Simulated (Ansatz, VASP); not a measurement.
# Sc: VASP beside Ansatz

File POSCAR:

```
Sc
1.0
    0.0000000000      2.4521400000      2.0888600000
    2.4521400000      0.0000000000      2.0888600000
    2.4521400000      2.4521400000      0.0000000000
Sc
1
Direct
    0.0000000000      0.0000000000      0.0000000000
```

File INCAR.step1:

```
SYSTEM = Sc
  ALGO = Normal
  EDIFF = 1E-4
  ENCUT = 520
  GGA = PE
  ISMEAR = 0
  LASPH = .TRUE.
  LCHARG = .FALSE.
  LREAL = .FALSE.
  LWAVE = .TRUE.
  NBANDS = 12
  NELM = 80
  PREC = Accurate
  SIGMA = 0.15
```

INCAR.step2

```
SYSTEM = Sc
  ALGO = Normal
  EDIFF = 1E-6
  ENCUT = 520
  ISIF = 2
  ISMEAR = 0
  ISTART = 1
  LASPH = .TRUE.
  LCHARG = .TRUE.
  LELF = .TRUE.
  LMIXTAU = .TRUE.
  LREAL = .FALSE.
  LVHAR = .TRUE.
  LWAVE = .FALSE.
  METAGGA = R2SCAN
  NBANDS = 12
  NELM = 80
  PREC = Accurate
  SIGMA = 0.15
```

File KPOINTS:

```
k-points
0
G
  18 18 18
  0 0 0
```

Input for Ansatz:

```yaml
crystal:
  lattice:
    - [0.0, 2.45214, 2.08886]
    - [2.45214, 0.0, 2.08886]
    - [2.45214, 2.45214, 0.0]
  atoms:
    - { symbol: Sc, position: [0.0, 0.0, 0.0] }
basis:
  ecutwfc: 500
kpoints:
  mp_grid: { grid: [18, 18, 18] }
hamiltonian:
  xc: r2scan
scf:
  occupations: { method: gaussian, width: 0.15 }
output:
  forces: true
  stress: true
  eigenvalues: true
```

Change from the starting cell: strain +0.080 along x and y, -0.080 along z, atoms carried along.

Alike in both runs: task single point; functional r2SCAN; k mesh 18 × 18 × 18; occupations gaussian, width 0.15 eV; no spin polarisation.

|  | VASP | Ansatz |
| --- | --- | --- |
| version | VASP 6.6.1 | Ansatz 0.2.0 |
| potentials or method | VASP PAW PBE potentials, release 64 (Sc_sv), cutoff 520 eV | scalar-relativistic, plane waves, PAW |
| valence electrons in the cell | 11 | 11 |

VASP gave:

- gap on the k mesh at the Fermi level (eV): none
- pressure (GPa): 0.1
- traceless stress, the component that is largest in VASP (GPa): 0.71

Task: What did Ansatz give for the same quantities?

Result: gap on the k mesh at the Fermi level (eV): none; pressure (GPa): -0.1; traceless stress, the component that is largest in VASP (GPa): 0.70.

VASP's potentials were made for PBE, not for r2SCAN. A gap of «none» marks a metal or a gap that the smearing closes. With one functional, cell and mesh, what is left measures potentials, basis and numerics.
